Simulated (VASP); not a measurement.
# BaZnSbF (P4/nmm) in VASP: single point with PBE

Aim: the single point of BaZnSbF with PBE.

Everything below comes from runs of VASP 6.6.1. Logs are shortened: lines on timing, memory, paths and dates and some standing lists are left out, and cuts for length are marked.

## Step 1: The cell of the first run

Symmetry: P4/nmm, No. 129, tetragonal system. The conventional cell has a = 4.444 Å, b = 4.444 Å, c = 9.792 Å, α = 90.00°, β = 90.00°, γ = 90.00°. Ba (site symmetry 4mm) has 4 F at 2.66 Å within 3.5 Å. F (site symmetry -4m2) has 4 Ba at 2.66 Å and 4 F at 3.14 Å within 3.5 Å. Zn (site symmetry -4m2) has 4 Sb at 2.75 Å and 4 Zn at 3.14 Å within 3.6 Å. Sb (site symmetry 4mm) has 4 Zn at 2.75 Å within 3.6 Å.

## Step 2: Single point, PBE

Contents of INCAR:

```
ALGO = Normal ; EDIFF = 1E-6
ENCUT = 520 ; GGA = PE
ISIF = 2 ; ISMEAR = 1
LASPH = T ; LCHARG = F
LREAL = F ; LWAVE = F
NBANDS = 44 ; NELM = 60
PREC = Accurate ; SIGMA = 0.012
```

Contents of KPOINTS:

```
k-points
0
Gamma
  6 6 3
```

Contents of POSCAR:

```
BaZnSbF
1.0
    4.4442010000      0.0000000000      0.0000000000
    0.0000000000      4.4442010000      0.0000000000
    0.0000000000      0.0000000000      9.7918010000
Ba F Zn Sb
2 2 2 2
Direct
    0.7500000000      0.7500000000      0.3507900000
    0.2500000000      0.2500000000      0.6492100000
    0.2500000000      0.7500000000      0.5000000000
    0.7500000000      0.2500000000      0.5000000000
    0.2500000000      0.7500000000      0.0000000000
    0.7500000000      0.2500000000      0.0000000000
    0.2500000000      0.2500000000      0.1660400000
    0.7500000000      0.7500000000      0.8339600000
```

Potentials or basis: VASP PAW PBE potentials, release 64 (Ba_sv, F, Zn, Sb).

Launch:

```console
cat potpaw_PBE.64/Ba_sv/POTCAR potpaw_PBE.64/F/POTCAR potpaw_PBE.64/Zn/POTCAR potpaw_PBE.64/Sb/POTCAR > POTCAR
mpirun -np 1 vasp_std > vasp.out
```

OUTCAR:

```text
EDIFF = 1E-6
   ENCUT = 520
   GGA = PE
   ISIF = 2
   ISMEAR = 1
   LASPH = T
   LREAL = F
   NELM = 60
   PREC = Accurate

 ion  position               nearest neighbor table
   1  0.750  0.750  0.351-   3 2.66   4 2.66   4 2.66   3 2.66   7 3.63   7 3.63   7 3.63   7 3.63
                             2 4.29   2 4.29   2 4.29   2 4.29
   2  0.250  0.250  0.649-   3 2.66   4 2.66   3 2.66   4 2.66   8 3.63   8 3.63   8 3.63   8 3.63
                             1 4.29   1 4.29   1 4.29   1 4.29
   3  0.250  0.750  0.500-   1 2.66   2 2.66   2 2.66   1 2.66
   4  0.750  0.250  0.500-   1 2.66   2 2.66   1 2.66   2 2.66
   5  0.250  0.750  0.000-   7 2.75   8 2.75   7 2.75   8 2.75
   6  0.750  0.250  0.000-   7 2.75   8 2.75   8 2.75   7 2.75
   7  0.250  0.250  0.166-   5 2.75   6 2.75   5 2.75   6 2.75   1 3.63   1 3.63   1 3.63   1 3.63

   8  0.750  0.750  0.834-   5 2.75   6 2.75   6 2.75   5 2.75   2 3.63   2 3.63   2 3.63   2 3.63

  LATTYP: Found a simple tetragonal cell.
 ALAT       =     4.4442010000
 C/A-ratio  =     2.2032759094

  Lattice vectors:

 A1 = (   4.4442010000,   0.0000000000,   0.0000000000)
 A2 = (   0.0000000000,   4.4442010000,   0.0000000000)
 A3 = (   0.0000000000,   0.0000000000,   9.7918010000)

Analysis of symmetry for initial positions (statically):
=====================================================================
 Subroutine PRICEL returns:
 Original cell was already a primitive cell.

 Routine SETGRP: Setting up the symmetry group for a
 simple tetragonal supercell.

 Subroutine GETGRP returns: Found 16 space group operations
 (whereof  4 operations were pure point group operations)
 out of a pool of 16 trial point group operations.

The static configuration has the point symmetry C_2h.
 The point group associated with its full space group is D_4h.

Analysis of symmetry for dynamics (positions and initial velocities):
=====================================================================
 Subroutine PRICEL returns:
 Original cell was already a primitive cell.

 Routine SETGRP: Setting up the symmetry group for a
 simple tetragonal supercell.

 Subroutine GETGRP returns: Found 16 space group operations
 (whereof  4 operations were pure point group operations)
 out of a pool of 16 trial point group operations.

The dynamic configuration has the point symmetry C_2h.
 The point group associated with its full space group is D_4h.

 Subroutine INISYM returns: Found 16 space group operations
 (whereof  4 operations are pure point group operations),
 and found     1 'primitive' translations

----------------------------------------------------------------------------------------

                                     Primitive cell

  volume of cell :     193.3971

  direct lattice vectors                    reciprocal lattice vectors
     4.444201000  0.000000000  0.000000000     0.225012325  0.000000000  0.000000000
     0.000000000  4.444201000  0.000000000     0.000000000  0.225012325  0.000000000
     0.000000000  0.000000000  9.791801000     0.000000000  0.000000000  0.102126258

  length of vectors
     4.444201000  4.444201000  9.791801000     0.225012325  0.225012325  0.102126258

  position of ions in fractional coordinates (direct lattice)
     0.750000000  0.750000000  0.350790000
     0.250000000  0.250000000  0.649210000
     0.250000000  0.750000000  0.500000000
     0.750000000  0.250000000  0.500000000
     0.250000000  0.750000000  0.000000000
     0.750000000  0.250000000  0.000000000
     0.250000000  0.250000000  0.166040000
     0.750000000  0.750000000  0.833960000

  ion indices of the primitive-cell ions
   primitive index   ion index
                 1           1
                 2           2
                 3           3
                 4           4
                 5           5
                 6           6
                 7           7
                 8           8

----------------------------------------------------------------------------------------

 KPOINTS: k-points

Automatic generation of k-mesh.
 Grid dimensions read from file:
 generate k-points for:    6    6    3

 Generating k-lattice:

  Cartesian coordinates                     Fractional coordinates (reciprocal lattice)
     0.037502054  0.000000000  0.000000000     0.166666667  0.000000000  0.000000000
     0.000000000  0.037502054  0.000000000     0.000000000  0.166666667  0.000000000
     0.000000000  0.000000000  0.034042086     0.000000000  0.000000000  0.333333333

  Length of vectors
     0.037502054  0.037502054  0.034042086

  Shift w.r.t. Gamma in fractional coordinates (k-lattice)
     0.000000000  0.000000000  0.000000000

 Subroutine IBZKPT returns following result:
 ===========================================

 Found     20 irreducible k-points:

 Following reciprocal coordinates:
            Coordinates               Weight
  0.000000  0.000000  0.000000      1.000000
  0.166667  0.000000  0.000000      4.000000
  0.333333  0.000000  0.000000      4.000000
  0.500000  0.000000  0.000000      2.000000
  0.166667  0.166667  0.000000      4.000000
  0.333333  0.166667  0.000000      8.000000
[... 12 lines left out ...]
  0.500000  0.333333  0.333333      8.000000
  0.500000  0.500000  0.333333      2.000000
   k-points           NKPTS =     20   k-points in BZ     NKDIM =     20   number of bands    NBANDS=     44
   number of dos      NEDOS =    301   number of ions     NIONS =      8
   total plane-waves  NPLWV = 103680
   dimension x,y,z NGX =    36 NGY =   36 NGZ =   80
   dimension x,y,z NGXF=    72 NGYF=   72 NGZF=  160
   ions per type =               2   2   2   2
   NGX,Y,Z   is equivalent  to a cutoff of  13.47, 13.47, 13.58 a.u.
   NGXF,Y,Z  is equivalent  to a cutoff of  26.93, 26.93, 27.16 a.u.
 SYSTEM =  unknown system
   PREC   = accura    normal or accurate (medium, high low for compatibility)
   ISTART =      0    job   : 0-new  1-cont  2-samecut
   ICHARG =      2    charge: 1-file 2-atom 10-const
   ISPIN  =      1    spin polarized calculation?
   LNONCOLLINEAR =      F non collinear calculations
   LSORBIT =      F    spin-orbit coupling
   LASPH  =      T    aspherical Exc in radial PAW
   ENCUT  =  520.0 eV  38.22 Ry    6.18 a.u.   8.26  8.26 18.21*2*pi/ulx,y,z
   NELM   =     60;   NELMIN=  2; NELMDL= -5     # of ELM steps
   EDIFF  = 0.1E-05   stopping-criterion for ELM
   LREAL  =      F    real-space projection
   EDIFFG = 0.1E-04   stopping-criterion for IOM
   NSW    =      0    number of steps for IOM
   IBRION =     -1    ionic relax: 0-MD 1-quasi-New 2-CG
   NFREE  =      0    steps in history (QN), initial steepest desc. (CG)
   ISIF   =      2    stress and relaxation
   ISYM   =      2    0-nonsym 1-usesym 2-fastsym
   POTIM  = 0.5000    time-step for ionic-motion
   TEBEG  =    0.0;   TEEND  =   0.0 temperature during run
   PSTRESS=    0.0 pullay stress
   NELECT =      68.0000    total number of electrons
   NUPDOWN=      -1.0000    fix difference up-down
   EMIN   =  10.00;   EMAX   =-10.00  energy-range for DOS
   EFERMI =   0.00;   METHOD = LEGACY
   ISMEAR =     1;   SIGMA  =   0.01  broadening in eV -4-tet -1-fermi 0-gaus
   EFERMI_NEDOS =   21; number of points for ismear=-14 and -15
   IALGO  =     38    algorithm
   IMIX   =      4    mixing-type and parameters
     AMIX     =   0.40;   BMIX     =  1.00
     AMIX_MAG =   1.60;   BMIX_MAG =  1.00
  volume/ion in A,a.u.               =      24.17       163.14
  Fermi-wavevector in a.u.,A,eV,Ry     =   1.155477  2.183534 18.165494  1.335126
  Thomas-Fermi vector in A             =   2.292105
   LORBIT       =      0    0 simple, 1 ext, 2 COOP (PROOUT), +10 PAW based schemes
   GGA     = PE    functional components
   LHFCALC =     F    Hartree Fock is set to
   AEXX    =    0.0000 exact exchange contribution
   IVDW    =     0    specifies the selected vdW correction
   LEPSILON=     F    determine dielectric tensor
   LRPA    =     F    only Hartree local field effects (RPA)
 non-spin polarized calculation
 Methfessel and Paxton  Order N= 1 SIGMA  =   0.01
  energy-cutoff  :      520.00
  volume of cell :      193.40
 maximum number of plane-waves:      5232
 NGX is ok and might be reduce to    36
   NGX = 17   NGY = 17   NGZ = 37

 number of electron      67.9999977 magnetization

 Free energy of the ion-electron system (eV)
  ---------------------------------------------------
  ext. energy  EPLUGINS =         0.00000000
  ---------------------------------------------------
  free energy    TOTEN  =       -32.17503674 eV

  energy without entropy =      -32.17491945  energy(sigma->0) =      -32.17499764

 E-fermi :   4.0513     XC(G=0):  -9.4398

 val. band max:        4.0482920440   @ k =   0.0000   0.0000   0.3333
 cond. band min:       4.0582851011   @ k =   0.0000   0.0000   0.0000
 fundamental gap:      0.0099930571
 Fermi energy:         4.0513119319

 k-point     1 :       0.0000    0.0000    0.0000
  band No.  band energies     occupation
      1     -24.0726      2.00000
      2     -23.9037      2.00000
      3     -20.0101      2.00000
      4     -19.9874      2.00000
      5      -9.2698      2.00000
      6      -9.2698      2.00000
[... 36 lines left out ...]
     43       8.2955      0.00000
     44       8.6280      0.00000

 k-point     2 :       0.1667    0.0000    0.0000
  band No.  band energies     occupation
      1     -24.0505      2.00000
      2     -23.9035      2.00000
      3     -20.0258      2.00000
      4     -20.0077      2.00000
      5      -9.3473      2.00000
      6      -9.2443      2.00000
[... 36 lines left out ...]
     43       8.2582      0.00000
     44       8.2621      0.00000

 k-point     3 :       0.3333    0.0000    0.0000
  band No.  band energies     occupation
      1     -23.9974      2.00000
      2     -23.9114      2.00000
      3     -20.0571      2.00000
      4     -20.0484      2.00000
      5      -9.3722      2.00000
      6      -9.2604      2.00000
[... 788 lines left out ...]
     43       9.3711      0.00000
     44       9.3737      0.00000

 k-point    20 :       0.5000    0.5000    0.3333
  band No.  band energies     occupation
      1     -23.8960      2.00000
      2     -23.8960      2.00000
      3     -20.1431      2.00000
      4     -20.1431      2.00000
      5      -9.3201      2.00000
      6      -9.3201      2.00000
[... 36 lines left out ...]
     43       9.9544      0.00000
     44       9.9546      0.00000

------------------------ aborting loop because EDIFF is reached ----------------------------------------

  FORCE on cell =-STRESS in cart. coord.  units (eV):
  Direction    XX          YY          ZZ          XY          YZ          ZX
  --------------------------------------------------------------------------------------
  -------------------------------------------------------------------------------------
  Total        2.3072317      2.3072317      1.9786578      0.0000000      0.0000000      0.0000000
  in kB       19.1140112     19.1140112     16.3919758      0.0000000      0.0000000      0.0000000
  external PRESSURE =      18.2066661 kB  Pullay stress =       0.0000000 kB

 VOLUME and BASIS-vectors are now :
 -----------------------------------------------------------------------------
  energy-cutoff  :      520.00
  volume of cell :      193.40
      direct lattice vectors                 reciprocal lattice vectors
     4.444201000  0.000000000  0.000000000     0.225012325  0.000000000  0.000000000
     0.000000000  4.444201000  0.000000000     0.000000000  0.225012325  0.000000000
     0.000000000  0.000000000  9.791801000     0.000000000  0.000000000  0.102126258

 POSITION                                       TOTAL-FORCE (eV/Angst)
 -----------------------------------------------------------------------------------
      3.33315      3.33315      3.43487        -0.000000     -0.000000     -0.230136
      1.11105      1.11105      6.35694        -0.000000     -0.000000      0.230136
      1.11105      3.33315      4.89590        -0.000000      0.000000      0.000000
      3.33315      1.11105      4.89590        -0.000000     -0.000000      0.000000
      1.11105      3.33315      0.00000         0.000000      0.000000      0.000000
      3.33315      1.11105      0.00000         0.000000      0.000000      0.000000
      1.11105      1.11105      1.62583        -0.000000     -0.000000      0.106285
      3.33315      3.33315      8.16597         0.000000     -0.000000     -0.106285
 -----------------------------------------------------------------------------------
    total drift:                                0.000000      0.000000      0.000000

  FREE ENERGIE OF THE ION-ELECTRON SYSTEM (eV)
  ---------------------------------------------------
  free  energy   TOTEN  =       -32.1750367405 eV

  energy  without entropy=      -32.1749194455  energy(sigma->0) =      -32.17499764
```

Run time: 4.9 min. Hardware: 1 thread of Oxide Virtual Turin-like, shared host; peak memory 0.38 GiB.

What came out:

* Free energy: -32.1750 eV
* Pressure: 1.8 GPa
* Largest force: 0.230 eV/Å
* Band gap on the k mesh: zero (band 34 reaches 4.06 eV, above the bottom of band 35 at 4.05 eV)

Forces in eV/Å, atoms in the order of the input:
```
Ba   0.000  0.000 -0.230
Ba   0.000  0.000  0.230
F    0.000  0.000  0.000
F    0.000  0.000  0.000
Zn   0.000  0.000  0.000
Zn   0.000  0.000  0.000
Sb   0.000  0.000  0.106
Sb   0.000  0.000 -0.106
```

Stress tensor (GPa, compression positive):
```
1.91 0.00 0.00
0.00 1.91 0.00
0.00 0.00 1.64
```

Levels at points of the mesh, in eV from the Fermi level:
```tsv
k point	band 31	band 32	band 33	band 34	band 35	band 36	band 37	band 38
(0.00, 0.00, 0.00)	-2.01	-0.80	-0.47	0.01	0.01	1.28	2.01	2.04
(0.50, 0.00, 0.00)	-1.38	-1.38	-0.82	-0.82	1.48	1.48	2.33	2.33
(0.50, 0.50, 0.00)	-2.58	-2.58	-2.48	-2.48	1.73	1.73	1.86	1.86
```

Caveat: spin-orbit coupling is left out, which moves the levels of the heavy elements.
